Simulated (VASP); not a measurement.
Ge: single point with PBE

The system is Ge.

```
Ge
1.0
     2.86595    0.00000    0.00000
    -1.43297    2.48198    0.00000
     0.00000    0.00000    4.90058
Ge
2
Direct
  0.33333 0.66667 0.25000
  0.66667 0.33333 0.75000
```

This isn't the form of Ge at room conditions, which is diamond.

| Quantity | Value |
| --- | --- |
| Program | VASP 6.6.1 |
| Task | single point |
| Functional | PBE |
| Potentials or basis | VASP PAW PBE potentials, release 64 (Ge_d) |
| Cutoff | 520 eV |
| k mesh | 14 × 14 × 8 |
| Occupations | fermi-dirac, width 0.1 eV |
| Spin | no spin polarisation |
| Dipole correction | no |
| Further INCAR settings | ALGO = Normal; EDIFF = 1e-06; NBANDS = 21 |

- Pressure: 8.7 GPa
- Band gap on the k mesh: zero (bands 14 and 15 overlap by 10.81 eV)

Levels at points of the mesh, in eV from the Fermi level:
```
           k point  band 10  band 11  band 12  band 13  band 14  band 15  band 16  band 17  band 18  band 19
(0.00, 0.00, 0.00)   -24.66   -13.88    -8.64    -6.18     8.06     8.06     8.88     9.92     9.92    13.06
(0.50, 0.00, 0.00)   -24.64    -8.32    -7.18    -2.85    -2.15    -1.01     1.24     3.31     7.25     7.49
(0.00, 0.00, 0.50)   -24.69   -12.33   -12.33     0.54     0.54     9.07     9.07     9.07     9.07    14.11
(0.50, 0.00, 0.50)   -24.65    -6.95    -6.95    -5.28    -5.28     4.62     4.62     4.81     4.81     8.94
```

Run time: 26 s on 1 thread of Intel(R) Xeon(R) 6975P-C (Granite Rapids), on a shared host, peak memory 0.19 GiB.

Caveat: the cell stands under pressure.
